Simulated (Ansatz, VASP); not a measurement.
# One calculation of WC, two programs

```
CELL_PARAMETERS angstrom
2.89841 0.00000 0.00000
-1.44921 2.51010 0.00000
0.00000 0.00000 24.89664
ATOMIC_POSITIONS crystal
C 0.66667 0.33333 0.30125
C 0.66667 0.33333 0.41482
C 0.66667 0.33333 0.52839
C 0.66667 0.33333 0.64197
W 0.00000 0.00000 0.35803
W 0.00000 0.00000 0.47161
W 0.00000 0.00000 0.58518
W 0.00000 0.00000 0.69875
```

Alike in both runs: task single point; functional PBEsol; k mesh 12 × 12 × 1; occupations gaussian, width 0.1 eV; no spin polarisation.

|  | VASP | Ansatz |
| --- | --- | --- |
| version | VASP 6.6.1 | Ansatz 0.2.0 |
| potentials or method | VASP PAW PBE potentials, release 64 (C, W_sv), cutoff 520 eV | scalar-relativistic, plane waves, PAW |
| valence electrons in the cell | 72 | 72 |

|  | VASP | Ansatz | Ansatz less VASP |
| --- | --- | --- | --- |
| gap on the k mesh at the Fermi level (eV) | none | none | - |
| rms of the force components (eV/Å) | 1.553 | 1.559 | +0.0057 |
| work function, face that differs most (eV) | 4.99 | 4.99 | -0.004 |

VASP's potentials were made for PBE, not for PBEsol. A gap of «none» marks a metal or a gap that the smearing closes. Ansatz's warnings: xc potential rough in thin density.

Neither program's run includes spin-orbit coupling.
